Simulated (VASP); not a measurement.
# La2O3 (P-3m1) in VASP: a series of runs

The runs below take La2O3 through relaxation of cell and atoms, single point, with PBEsol, PBE, r2SCAN.

Everything below comes from runs of VASP 6.6.1. Logs are shortened: lines on timing, memory, paths and dates and some standing lists are left out, and cuts for length are marked.

## (1) The cell of the first run

Symmetry: P-3m1, No. 164, trigonal system. Conventional cell: a = 3.940 Å, b = 3.940 Å, c = 6.187 Å, α = 90.00°, β = 90.00°, γ = 120.00°. La (site symmetry 3m) has 7 O at 2.37 to 2.74 Å within 3.1 Å. Within 3.1 Å of O (site symmetry 3m) lie 4 La at 2.37 to 2.46 Å and 3 O at 2.90 Å. Within 3.6 Å of O (site symmetry -3m) lie 6 La at 2.74 Å and 6 O at 3.16 Å.

## (2) Relaxation of cell and atoms, PBEsol

Contents of INCAR:

```
PREC = Accurate
ENCUT = 600
EDIFF = 1E-6
ISMEAR = -1
SIGMA = 0.02
LREAL = F
LASPH = T
NELM = 100
ALGO = Normal
ISIF = 3
LWAVE = F
LCHARG = F
GGA = PS
IBRION = 2
NSW = 80
EDIFFG = -0.005
```

Contents of KPOINTS:

```
Automatic mesh
0
Gamma
  6 6 4
```

Contents of POSCAR:

```
La2O3
1.0
    3.9404478386      0.0000000000      0.0000000000
   -1.9702239193      3.4125279305      0.0000000000
    0.0000000000      0.0000000000      6.1873564148
La O
2 3
Direct
    0.6666666667      0.3333333333      0.7526274787
    0.3333333333      0.6666666667      0.2473725213
    0.6666666667      0.3333333333      0.3546952471
    0.3333333333      0.6666666667      0.6453047529
    0.0000000000      0.0000000000      0.0000000000
```

Potentials or basis: VASP PAW PBE potentials, release 64 (La, O).

On the command line:

```console
$ cat potpaw_PBE.64/La/POTCAR potpaw_PBE.64/O/POTCAR > POTCAR
$ mpirun -np 1 vasp_std > vasp.out
```

OUTCAR:

```text
PREC = Accurate
   ENCUT = 600
   EDIFF = 1E-6
   ISMEAR = -1
   LREAL = F
   LASPH = T
   NELM = 100
   ISIF = 3
   GGA = PS
   IBRION = 2
   NSW = 80
   EDIFFG = -0.005

 ion  position               nearest neighbor table
   1  0.667  0.333  0.753-   4 2.37   4 2.37   4 2.37   3 2.46   5 2.74   5 2.74   5 2.74
   2  0.333  0.667  0.247-   3 2.37   3 2.37   3 2.37   4 2.46   5 2.74   5 2.74   5 2.74
   3  0.667  0.333  0.355-   2 2.37   2 2.37   2 2.37   1 2.46
   4  0.333  0.667  0.645-   1 2.37   1 2.37   1 2.37   2 2.46
   5  0.000  0.000  0.000-   1 2.74   2 2.74   2 2.74   1 2.74   1 2.74   2 2.74

  LATTYP: Found a hexagonal cell.
 ALAT       =     3.9404478386
 C/A-ratio  =     1.5702165511

  Lattice vectors:

 A1 = (   3.9404478386,   0.0000000000,   0.0000000000)
 A2 = (  -1.9702239193,   3.4125279305,   0.0000000000)
 A3 = (   0.0000000000,   0.0000000000,   6.1873564148)

Analysis of symmetry for initial positions (statically):
=====================================================================
 Subroutine PRICEL returns:
 Original cell was already a primitive cell.

 Routine SETGRP: Setting up the symmetry group for a
 hexagonal supercell.

 Subroutine GETGRP returns: Found 12 space group operations
 (whereof 12 operations were pure point group operations)
 out of a pool of 24 trial point group operations.

The static configuration has the point symmetry D_3d.

Analysis of symmetry for dynamics (positions and initial velocities):
=====================================================================
 Subroutine PRICEL returns:
 Original cell was already a primitive cell.

 Routine SETGRP: Setting up the symmetry group for a
 hexagonal supercell.

 Subroutine GETGRP returns: Found 12 space group operations
 (whereof 12 operations were pure point group operations)
 out of a pool of 24 trial point group operations.

The dynamic configuration has the point symmetry D_3d.

 Subroutine INISYM returns: Found 12 space group operations
 (whereof 12 operations are pure point group operations),
 and found     1 'primitive' translations

----------------------------------------------------------------------------------------

                                     Primitive cell

  volume of cell :      83.2007

  direct lattice vectors                    reciprocal lattice vectors
     3.940447839  0.000000000  0.000000000     0.253778261  0.146518947  0.000000000
    -1.970223919  3.412527931  0.000000000     0.000000000  0.293037895  0.000000000
     0.000000000  0.000000000  6.187356415     0.000000000  0.000000000  0.161619912

  length of vectors
     3.940447839  3.940447839  6.187356415     0.293037895  0.293037895  0.161619912

  position of ions in fractional coordinates (direct lattice)
     0.666666667  0.333333333  0.752627479
     0.333333333  0.666666667  0.247372521
     0.666666667  0.333333333  0.354695247
     0.333333333  0.666666667  0.645304753
     0.000000000  0.000000000  0.000000000

  ion indices of the primitive-cell ions
   primitive index   ion index
                 1           1
                 2           2
                 3           3
                 4           4
                 5           5

----------------------------------------------------------------------------------------

 KPOINTS: Automatic mesh

Automatic generation of k-mesh.
 Grid dimensions read from file:
 generate k-points for:    6    6    4

 Generating k-lattice:

  Cartesian coordinates                     Fractional coordinates (reciprocal lattice)
     0.042296377  0.024419825  0.000000000     0.166666667  0.000000000  0.000000000
     0.000000000  0.048839649  0.000000000     0.000000000  0.166666667  0.000000000
     0.000000000  0.000000000  0.040404978     0.000000000  0.000000000  0.250000000

  Length of vectors
     0.048839649  0.048839649  0.040404978

  Shift w.r.t. Gamma in fractional coordinates (k-lattice)
     0.000000000  0.000000000  0.000000000

 Subroutine IBZKPT returns following result:
 ===========================================

 Found     24 irreducible k-points:

 Following reciprocal coordinates:
            Coordinates               Weight
  0.000000  0.000000  0.000000      1.000000
  0.166667 -0.000000  0.000000      6.000000
  0.333333 -0.000000  0.000000      6.000000
  0.500000  0.000000  0.000000      3.000000
  0.166667  0.166667  0.000000      6.000000
  0.333333  0.166667  0.000000     12.000000
[... 16 lines left out ...]
  0.333333  0.166667  0.500000     12.000000
  0.333333  0.333333  0.500000      2.000000
   k-points           NKPTS =     24   k-points in BZ     NKDIM =     24   number of bands    NBANDS=     24
   number of dos      NEDOS =    301   number of ions     NIONS =      5
   total plane-waves  NPLWV =  51200
   dimension x,y,z NGX =    32 NGY =   32 NGZ =   50
   dimension x,y,z NGXF=    64 NGYF=   64 NGZF=  100
   ions per type =               2   3
   NGX,Y,Z   is equivalent  to a cutoff of  13.50, 13.50, 13.43 a.u.
   NGXF,Y,Z  is equivalent  to a cutoff of  27.00, 27.00, 26.87 a.u.
 SYSTEM =  unknown system
   PREC   = accura    normal or accurate (medium, high low for compatibility)
   ISTART =      0    job   : 0-new  1-cont  2-samecut
   ICHARG =      2    charge: 1-file 2-atom 10-const
   ISPIN  =      1    spin polarized calculation?
   LNONCOLLINEAR =      F non collinear calculations
   LSORBIT =      F    spin-orbit coupling
   LASPH  =      T    aspherical Exc in radial PAW
   ENCUT  =  600.0 eV  44.10 Ry    6.64 a.u.   7.87  7.87 12.36*2*pi/ulx,y,z
   NELM   =    100;   NELMIN=  2; NELMDL= -5     # of ELM steps
   EDIFF  = 0.1E-05   stopping-criterion for ELM
   LREAL  =      F    real-space projection
   EDIFFG = -.5E-02   stopping-criterion for IOM
   NSW    =     80    number of steps for IOM
   IBRION =      2    ionic relax: 0-MD 1-quasi-New 2-CG
   NFREE  =      1    steps in history (QN), initial steepest desc. (CG)
   ISIF   =      3    stress and relaxation
   ISYM   =      2    0-nonsym 1-usesym 2-fastsym
   POTIM  = 0.5000    time-step for ionic-motion
   TEBEG  =    0.0;   TEEND  =   0.0 temperature during run
   PSTRESS=    0.0 pullay stress
   NELECT =      40.0000    total number of electrons
   NUPDOWN=      -1.0000    fix difference up-down
   EMIN   =  10.00;   EMAX   =-10.00  energy-range for DOS
   EFERMI =   0.00;   METHOD = LEGACY
   ISMEAR =    -1;   SIGMA  =   0.02  broadening in eV -4-tet -1-fermi 0-gaus
   EFERMI_NEDOS =   21; number of points for ismear=-14 and -15
   IALGO  =     38    algorithm
   IMIX   =      4    mixing-type and parameters
     AMIX     =   0.40;   BMIX     =  1.00
     AMIX_MAG =   1.60;   BMIX_MAG =  1.00
  volume/ion in A,a.u.               =      16.64       112.29
  Fermi-wavevector in a.u.,A,eV,Ry     =   1.282486  2.423546 22.378447  1.644769
  Thomas-Fermi vector in A             =   2.414794
   LORBIT       =      0    0 simple, 1 ext, 2 COOP (PROOUT), +10 PAW based schemes
   GGA     = PS    functional components
   LHFCALC =     F    Hartree Fock is set to
   AEXX    =    0.0000 exact exchange contribution
   IVDW    =     0    specifies the selected vdW correction
   LEPSILON=     F    determine dielectric tensor
   LRPA    =     F    only Hartree local field effects (RPA)
 conjugate gradient relaxation of ions
 non-spin polarized calculation
  energy-cutoff  :      600.00
  volume of cell :       83.20
 maximum number of plane-waves:      2804
   NGX = 15   NGY = 15   NGZ = 25

--------------------------------------- Ionic step        1  -------------------------------------------

 number of electron      40.0000000 magnetization

 Free energy of the ion-electron system (eV)
  ---------------------------------------------------
  ext. energy  EPLUGINS =         0.00000000
  ---------------------------------------------------
  free energy    TOTEN  =       -43.66480176 eV

  energy without entropy =      -43.66480176  energy(sigma->0) =      -43.66480176

------------------------ aborting loop because EDIFF is reached ----------------------------------------

  FORCE on cell =-STRESS in cart. coord.  units (eV):
  Direction    XX          YY          ZZ          XY          YZ          ZX
  --------------------------------------------------------------------------------------
  -------------------------------------------------------------------------------------
  Total       -2.6354882     -2.6354882     -2.5620430     -0.0000000     -0.0000000      0.0000000
  in kB      -50.7510143    -50.7510143    -49.3366958     -0.0000000     -0.0000000      0.0000000
  external PRESSURE =     -50.2795748 kB  Pullay stress =       0.0000000 kB
[... 98 lines left out ...]
  FREE ENERGIE OF THE ION-ELECTRON SYSTEM (eV)
  ---------------------------------------------------
  free  energy   TOTEN  =       -43.7149025401 eV

  energy  without entropy=      -43.7149025401  energy(sigma->0) =      -43.71490254

[... ionic steps 4 to 12 ...]

--------------------------------------- Ionic step       13  -------------------------------------------

 number of electron      40.0000001 magnetization

------------------------ aborting loop because EDIFF is reached ----------------------------------------

  FORCE on cell =-STRESS in cart. coord.  units (eV):
  Direction    XX          YY          ZZ          XY          YZ          ZX
  --------------------------------------------------------------------------------------
  -------------------------------------------------------------------------------------
  Total       -0.0094733     -0.0094733     -0.0108040      0.0000000      0.0000000      0.0000000
  in kB       -0.1906473     -0.1906473     -0.2174276      0.0000000      0.0000000      0.0000000
  external PRESSURE =      -0.1995741 kB  Pullay stress =       0.0000000 kB
[... 63 lines left out ...]
  energy  without entropy=      -43.7212555236  energy(sigma->0) =      -43.72125552

--------------------------------------- Ionic step       15  -------------------------------------------

 number of electron      40.0000001 magnetization

 Free energy of the ion-electron system (eV)
  ---------------------------------------------------
  ext. energy  EPLUGINS =         0.00000000
  ---------------------------------------------------
  free energy    TOTEN  =       -43.72125662 eV

  energy without entropy =      -43.72125662  energy(sigma->0) =      -43.72125662

 E-fermi :   6.5694     XC(G=0): -10.8566

 val. band max:        6.0935529852   @ k =   0.5000   0.0000   0.5000
 cond. band min:       9.8774183552   @ k =   0.3333   0.3333   0.0000
 fundamental gap:      3.7838653701
 Fermi energy:         6.5693625788

 k-point     1 :       0.0000    0.0000    0.0000
  band No.  band energies     occupation
      1     -23.5983      2.00000
      2     -23.3112      2.00000
      3     -10.8985      2.00000
      4      -9.5662      2.00000
      5      -9.1261      2.00000
      6      -7.0656      2.00000
[... 669 lines left out ...]
  FREE ENERGIE OF THE ION-ELECTRON SYSTEM (eV)
  ---------------------------------------------------
  free  energy   TOTEN  =       -43.7212566211 eV

  energy  without entropy=      -43.7212566211  energy(sigma->0) =      -43.72125662

 reached required accuracy - stopping structural energy minimisation
```

It took 6.1 min on 1 thread of Intel Xeon 6975P-C (Granite Rapids), shared host; peak memory 0.25 GiB.

Results:

| Property | Result |
| --- | --- |
| Free energy | -43.7213 eV |
| Relaxed volume | 15.93 Å³/atom |
| Relaxed cell | a = 3.904 Å, b = 3.904 Å, c = 6.032 Å, α = 90.00°, β = 90.00°, γ = 120.00° |
| Space group after relaxing (to 0.05 Å) | P-3m1 (No. 164) |
| Energy gained by relaxing | 11.3 meV/atom |
| Ionic steps | 15 |
| Pressure after relaxing | 0.0 GPa |
| Band gap on the k mesh | 3.78 eV, indirect (least direct gap 3.87 eV) |

The path:
| step | energy change (eV) | largest force (eV/Å) | pressure (GPa) | volume (Å³) |
| --- | --- | --- | --- | --- |
| 1 | 0.0000 | 0.1227 | -5.03 | 83.20 |
| 2 | 0.0076 | 0.6262 | 6.04 | 77.07 |
| 3 | -0.0501 | 0.2204 | -0.11 | 80.16 |
| 4 | -0.0545 | 0.0436 | -0.05 | 79.88 |
| 5 | -0.0551 | 0.0509 | -0.02 | 79.73 |
| 6 | -0.0559 | 0.0477 | 0.07 | 79.66 |
| 7 | -0.0562 | 0.0429 | 0.13 | 79.59 |
| 8 | -0.0563 | 0.0243 | -0.20 | 79.74 |
| 9 | -0.0563 | 0.0276 | -0.17 | 79.71 |
| 10 | -0.0564 | 0.0048 | -0.05 | 79.64 |
| 11 | -0.0565 | 0.0060 | -0.03 | 79.63 |
| 12 | -0.0565 | 0.0057 | -0.03 | 79.62 |
| 13 | -0.0565 | 0.0063 | -0.02 | 79.61 |
| 14 | -0.0565 | 0.0055 | 0.01 | 79.62 |
| 15 | -0.0565 | 0.0012 | -0.02 | 79.63 |

Final structure:
```xyz
5
Lattice="3.9041 0.0000 0.0000 -1.9521 3.3811 0.0000 0.0000 0.0000 6.0323" Properties=species:S:1:pos:R:3 pbc="T T T"
La    1.9521    1.1270    4.5528
La    0.0000    2.2540    1.4795
O     1.9521    1.1270    2.1346
O     0.0000    2.2540    3.8977
O     0.0000    0.0000    6.0323
```

Caveat: the PAW data sets were made with another functional, which shifts forces and pressure a little; spin-orbit coupling is left out, which moves the levels of the heavy elements. PBEsol gaps usually lie below the measured ones, often by a third to a half.

## (3) Single point, PBE

Contents of INCAR:

```
  PREC = Accurate
  ENCUT = 520
  EDIFF = 1E-6
  ISMEAR = -1
  SIGMA = 0.02
  LREAL = F
  LASPH = T
  NELM = 100
  ALGO = Normal
  ISIF = 2
  LWAVE = F
  LCHARG = F
  GGA = PE
  NBANDS = 28
```

Contents of KPOINTS:

```
Automatic mesh
0
Gamma
  12 12 4
```

POSCAR is that of step 2.

Potentials or basis: VASP PAW PBE potentials, release 64 (La, O).

On the command line:

```console
$ cat potpaw_PBE.64/La/POTCAR potpaw_PBE.64/O/POTCAR > POTCAR
$ mpirun -np 1 vasp_std > vasp.out
```

Run time: 2.1 min. Hardware: 1 thread of Intel Xeon 6975P-C (Granite Rapids), shared host; peak memory 0.3 GiB.

Results (log left out):

- Free energy: -41.8251 eV
- Pressure: -0.3 GPa
- Largest force: 0.012 eV/Å
- Band gap on the k mesh: 3.85 eV, indirect (least direct gap 3.98 eV)

Forces on the atoms (eV/Å):
```
La   0.000  0.000 -0.012
La   0.000  0.000  0.012
O    0.000  0.000 -0.005
O    0.000  0.000  0.005
O    0.000  0.000  0.000
```

Levels at points of the mesh, in eV from the valence-band top:
```
           k point  band 16  band 17  band 18  band 19  band 20  band 21  band 22  band 23  band 24  band 25
(0.00, 0.00, 0.00)    -2.07    -1.61    -0.34    -0.34    -0.08     4.26     4.62     4.62     5.07     5.30
(0.50, 0.00, 0.00)    -0.74    -0.71    -0.64    -0.40    -0.28     3.85     4.68     5.10     5.16     5.21
(0.00, 0.00, 0.50)    -1.86    -0.97    -0.75    -0.26    -0.26     4.65     4.73     4.73     4.88     5.33
(0.50, 0.00, 0.50)    -0.97    -0.94    -0.67    -0.35     0.00     4.37     4.59     5.01     5.14     5.21
```

Caveat: spin-orbit coupling is left out, which moves the levels of the heavy elements. A k mesh can miss the band edges.

[end of part 1 of 2]
